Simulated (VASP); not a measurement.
# Pb (Pm-3m) in VASP: a series of runs

Runs on Pb. Level: r2SCAN. Tasks: single point.

Everything below comes from runs of VASP 6.6.1. Logs are shortened: lines on timing, memory, paths and dates and some standing lists are left out, and cuts for length are marked.

## Step 1: The cell of the first run

It takes space group Pm-3m (No. 221, cubic). Conventional cell: a = 3.123 Å, b = 3.123 Å, c = 3.123 Å, α = 90.00°, β = 90.00°, γ = 90.00°. Within 4.1 Å of Pb (site symmetry m-3m) lie 6 Pb at 3.12 Å.

## Step 2: Single point, r2SCAN (volume scaled by 0.92)

POSCAR reads:

```
Pb
1.0
    3.1228813250      0.0000000000      0.0000000000
    0.0000000000      3.1228813250      0.0000000000
    0.0000000000      0.0000000000      3.1228813250
Pb
1
Direct
    0.0000000000      0.0000000000      0.0000000000
```

INCAR.step1 reads:

```
ALGO = Normal
EDIFF = 1E-4
ENCUT = 520
GGA = PE
ISMEAR = -1
LASPH = True
LCHARG = False
LREAL = False
LWAVE = True
NBANDS = 13
NELM = 60
PREC = Accurate
SIGMA = 0.1
```

INCAR.step2 reads:

```
ALGO = Normal
EDIFF = 1E-6
ENCUT = 520
ISIF = 2
ISMEAR = -1
ISTART = 1
LASPH = True
LCHARG = False
LMIXTAU = True
LREAL = False
LWAVE = False
METAGGA = R2SCAN
NBANDS = 13
NELM = 60
PREC = Accurate
SIGMA = 0.1
```

KPOINTS reads:

```
k-points
0
Gamma
  11 11 11
```

Potentials or basis: VASP PAW PBE potentials, release 64 (Pb_d).

On the command line:

```bash
cat potpaw_PBE.64/Pb_d/POTCAR > POTCAR
cp INCAR.step1 INCAR
mpirun -np 1 vasp_std > vasp.out
cp INCAR.step2 INCAR
mpirun -np 1 vasp_std > vasp.out
```

OUTCAR:

```text
EDIFF = 1E-6
   ENCUT = 520
   ISIF = 2
   ISMEAR = -1
   ISTART = 1
   LASPH = True
   LREAL = False
   METAGGA = R2SCAN
   NELM = 60
   PREC = Accurate

 ion  position               nearest neighbor table
   1  0.000  0.000  0.000-

  LATTYP: Found a simple cubic cell.
 ALAT       =     3.1228813250

  Lattice vectors:

 A1 = (   3.1228813250,   0.0000000000,   0.0000000000)
 A2 = (   0.0000000000,   3.1228813250,   0.0000000000)
 A3 = (   0.0000000000,   0.0000000000,   3.1228813250)

Analysis of symmetry for initial positions (statically):
=====================================================================
 Subroutine PRICEL returns:
 Original cell was already a primitive cell.

 Routine SETGRP: Setting up the symmetry group for a
 simple cubic supercell.

 Subroutine GETGRP returns: Found 48 space group operations
 (whereof 48 operations were pure point group operations)
 out of a pool of 48 trial point group operations.

The static configuration has the point symmetry O_h .

Analysis of symmetry for dynamics (positions and initial velocities):
=====================================================================
 Subroutine PRICEL returns:
 Original cell was already a primitive cell.

 Routine SETGRP: Setting up the symmetry group for a
 simple cubic supercell.

 Subroutine GETGRP returns: Found 48 space group operations
 (whereof 48 operations were pure point group operations)
 out of a pool of 48 trial point group operations.

The dynamic configuration has the point symmetry O_h .

 Subroutine INISYM returns: Found 48 space group operations
 (whereof 48 operations are pure point group operations),
 and found     1 'primitive' translations

----------------------------------------------------------------------------------------

                                     Primitive cell

  volume of cell :      30.4555

  direct lattice vectors                    reciprocal lattice vectors
     3.122881325  0.000000000  0.000000000     0.320217100  0.000000000  0.000000000
     0.000000000  3.122881325  0.000000000     0.000000000  0.320217100  0.000000000
     0.000000000  0.000000000  3.122881325     0.000000000  0.000000000  0.320217100

  length of vectors
     3.122881325  3.122881325  3.122881325     0.320217100  0.320217100  0.320217100

  position of ions in fractional coordinates (direct lattice)
[... 69 lines left out ...]
   ISTART =      1    job   : 0-new  1-cont  2-samecut
   ICHARG =      0    charge: 1-file 2-atom 10-const
   ISPIN  =      1    spin polarized calculation?
   LNONCOLLINEAR =      F non collinear calculations
   LSORBIT =      F    spin-orbit coupling
   LASPH  =      T    aspherical Exc in radial PAW
   ENCUT  =  520.0 eV  38.22 Ry    6.18 a.u.   5.81  5.81  5.81*2*pi/ulx,y,z
   NELM   =     60;   NELMIN=  2; NELMDL=  0     # of ELM steps
   EDIFF  = 0.1E-05   stopping-criterion for ELM
   LREAL  =      F    real-space projection
[... 7 lines left out ...]
   TEBEG  =    0.0;   TEEND  =   0.0 temperature during run
   PSTRESS=    0.0 pullay stress
   NELECT =      14.0000    total number of electrons
   NUPDOWN=      -1.0000    fix difference up-down
   EMIN   =  10.00;   EMAX   =-10.00  energy-range for DOS
   EFERMI =   0.00;   METHOD = LEGACY
   ISMEAR =    -1;   SIGMA  =   0.10  broadening in eV -4-tet -1-fermi 0-gaus
   EFERMI_NEDOS =   21; number of points for ismear=-14 and -15
   IALGO  =     38    algorithm
   IMIX   =      4    mixing-type and parameters
     AMIX     =   0.40;   BMIX     =  1.00
     AMIX_MAG =   1.60;   BMIX_MAG =  1.00
  volume/ion in A,a.u.               =      30.46       205.52
  Fermi-wavevector in a.u.,A,eV,Ry     =   1.263462  2.387596 21.719457  1.596335
  Thomas-Fermi vector in A             =   2.396817
   LORBIT       =      0    0 simple, 1 ext, 2 COOP (PROOUT), +10 PAW based schemes
   METAGGA = R2SCAN    functional components
   LHFCALC =     F    Hartree Fock is set to
   AEXX    =    0.0000 exact exchange contribution
   IVDW    =     0    specifies the selected vdW correction
   LEPSILON=     F    determine dielectric tensor
   LRPA    =     F    only Hartree local field effects (RPA)
 non-spin polarized calculation
  energy-cutoff  :      520.00
  volume of cell :       30.46
 maximum number of plane-waves:       840
 NGX is ok and might be reduce to    24
   NGX = 11   NGY = 11   NGZ = 11

 number of electron      13.9999994 magnetization

 Free energy of the ion-electron system (eV)
  ---------------------------------------------------
  ext. energy  EPLUGINS =         0.00000000
  ---------------------------------------------------
  free energy    TOTEN  =       -56.11729485 eV

  energy without entropy =      -56.09734091  energy(sigma->0) =      -56.10731788

 E-fermi :   6.8485     XC(G=0): -10.7803

 val. band max:        6.7633805116   @ k =   0.3636   0.3636   0.2727
 cond. band min:       6.9221226055   @ k =   0.4545   0.3636   0.1818
 fundamental gap:      0.1587420939
 Fermi energy:         6.8484797364

 k-point     1 :       0.0000    0.0000    0.0000
  band No.  band energies     occupation
      1     -11.1337      2.00000
      2     -11.1337      2.00000
      3     -10.3127      2.00000
      4     -10.3127      2.00000
      5     -10.3127      2.00000
      6      -5.4905      2.00000
      7      12.4783      0.00000
      8      12.4783      0.00000
      9      12.4783      0.00000
     10      16.2587      0.00000
     11      17.2663      0.00000
     12      17.2663      0.00000
     13      26.4929      0.00000
[... 354 lines left out ...]
  band No.  band energies     occupation
      1     -11.0347      2.00000
      2     -10.7629      2.00000
      3     -10.4648      2.00000
      4     -10.4605      2.00000
      5     -10.3379      2.00000
      6      -4.0085      2.00000
      7       6.2795      1.99326
      8      12.2723      0.00000
      9      12.4074      0.00000
     10      19.0230      0.00000
     11      19.1469      0.00000
     12      21.6043      0.00000
     13      21.7750      0.00000

 [... further k-points ...]
[... 5 lines left out ...]
  --------------------------------------------------------------------------------------
  -------------------------------------------------------------------------------------
  Total        0.8471994      0.8471994      0.8471994      0.0000000     -0.0000000      0.0000000
  in kB       44.5686827     44.5686827     44.5686827      0.0000000     -0.0000000      0.0000000
  external PRESSURE =      44.5686827 kB  Pullay stress =       0.0000000 kB

 VOLUME and BASIS-vectors are now :
 -----------------------------------------------------------------------------
  energy-cutoff  :      520.00
  volume of cell :       30.46
      direct lattice vectors                 reciprocal lattice vectors
     3.122881325  0.000000000  0.000000000     0.320217100  0.000000000  0.000000000
     0.000000000  3.122881325  0.000000000     0.000000000  0.320217100  0.000000000
     0.000000000  0.000000000  3.122881325     0.000000000  0.000000000  0.320217100

 POSITION                                       TOTAL-FORCE (eV/Angst)
 -----------------------------------------------------------------------------------
      0.00000      0.00000      0.00000         0.000000      0.000000      0.000000
 -----------------------------------------------------------------------------------
    total drift:                               -0.000000      0.000000     -0.000000

  FREE ENERGIE OF THE ION-ELECTRON SYSTEM (eV)
  ---------------------------------------------------
  free  energy   TOTEN  =       -56.1172948495 eV

  energy  without entropy=      -56.0973409077  energy(sigma->0) =      -56.10731788
```

OSZICAR.step1:

```text
N       E                     dE             d eps       ncg     rms          rms(c)
DAV:   1     0.105943010951E+03    0.10594E+03   -0.70549E+03  1481   0.126E+03
DAV:   2     0.181238862025E+01   -0.10413E+03   -0.10088E+03  1521   0.311E+02
DAV:   3    -0.320185614472E+01   -0.50142E+01   -0.49972E+01  1801   0.730E+01
DAV:   4    -0.331999009162E+01   -0.11813E+00   -0.11811E+00  1680   0.119E+01
DAV:   5    -0.332538752822E+01   -0.53974E-02   -0.53973E-02  2024   0.240E+00    0.801E-01
DAV:   6    -0.331557839753E+01    0.98091E-02   -0.15236E-02  1819   0.231E+00    0.421E-01
DAV:   7    -0.331366285513E+01    0.19155E-02   -0.74396E-03  1836   0.153E+00    0.116E-01
DAV:   8    -0.331374268240E+01   -0.79827E-04   -0.70767E-04  1736   0.387E-01
   1 F= -.33137427E+01 E0= -.33033203E+01  d E =-.208447E-01
```

Wall time 1.8 min (1 thread of AMD EPYC 7R43 (Zen 3), shared host); peak memory 0.11 GiB.

Results:

* Free energy: -56.1173 eV
* Pressure: 4.5 GPa
* Band gap on the k mesh: zero (band 7 reaches 12.48 eV, above the bottom of band 8 at 4.92 eV)

Levels at points of the mesh, in eV from the Fermi level:
| k point | band 5 | band 6 | band 7 | band 8 | band 9 | band 10 |
| --- | --- | --- | --- | --- | --- | --- |
| (0.00, 0.00, 0.00) | -17.16 | -12.34 | 5.63 | 5.63 | 5.63 | 9.41 |

Caveat: the PAW data sets were made with another functional, which shifts forces and pressure a little; spin-orbit coupling is left out, which moves the levels of the heavy elements.

## Step 3: Single point, r2SCAN (volume scaled by 0.96)

POSCAR reads:

```
Pb
1.0
    3.1674999436      0.0000000000      0.0000000000
    0.0000000000      3.1674999436      0.0000000000
    0.0000000000      0.0000000000      3.1674999436
Pb
1
Direct
    0.0000000000      0.0000000000      0.0000000000
```

INCAR.step1 reads:

```
SYSTEM = Pb
ALGO     = Normal         ! electronic algorithm
EDIFF    = 1E-4           ! SCF threshold, eV
ENCUT    = 520            ! plane-wave cutoff, eV
GGA      = PE             ! functional
ISMEAR   = -1             ! smearing method
LASPH    = .TRUE.         ! aspherical terms in the spheres
LCHARG   = .FALSE.        ! write CHGCAR
LREAL    = .FALSE.        ! projectors in reciprocal space
LWAVE    = .TRUE.         ! write WAVECAR
NBANDS   = 13             ! bands
NELM     = 100            ! most SCF steps
PREC     = Accurate       ! precision mode
SIGMA    = 0.1            ! smearing width, eV
```

INCAR.step2 reads:

```
SYSTEM = Pb
ALGO     = Normal         ! electronic algorithm
EDIFF    = 1E-7           ! SCF threshold, eV
ENCUT    = 520            ! plane-wave cutoff, eV
ISIF     = 2              ! what is computed and relaxed
ISMEAR   = -1             ! smearing method
ISTART   = 1            
LASPH    = .TRUE.         ! aspherical terms in the spheres
LCHARG   = .TRUE.         ! write CHGCAR
LELF     = .TRUE.         ! ELF
LMIXTAU  = .TRUE.       
LREAL    = .FALSE.        ! projectors in reciprocal space
LVHAR    = .TRUE.       
LWAVE    = .FALSE.        ! write WAVECAR
METAGGA  = R2SCAN         ! meta-GGA
NBANDS   = 13             ! bands
NELM     = 100            ! most SCF steps
PREC     = Accurate       ! precision mode
SIGMA    = 0.1            ! smearing width, eV
```

KPOINTS reads:

```
k-points
0
G
  11 11 11
  0 0 0
```

Potentials or basis: VASP PAW PBE potentials, release 64 (Pb_d).

On the command line:

```bash
cat potpaw_PBE.64/Pb_d/POTCAR > POTCAR
cp INCAR.step1 INCAR
mpirun -np 1 vasp_std > vasp.out
cp INCAR.step2 INCAR
mpirun -np 1 vasp_std > vasp.out
```

It took 2.1 min on 1 thread of AMD EPYC 7R43 (Zen 3), shared host; peak memory 0.12 GiB.

It converged, with:

* Free energy: -56.1446 eV
* Pressure: 2.1 GPa
* Band gap on the k mesh: zero (band 7 reaches 11.84 eV, above the bottom of band 8 at 4.54 eV)

Levels at points of the mesh, in eV from the Fermi level:
```
           k point  band 5  band 6  band 7  band 8  band 9  band 10
(0.00, 0.00, 0.00)  -17.16  -12.04    5.47    5.47    5.47     9.08
```

Caveat: the PAW data sets were made with another functional, which shifts forces and pressure a little; spin-orbit coupling is left out, which moves the levels of the heavy elements.
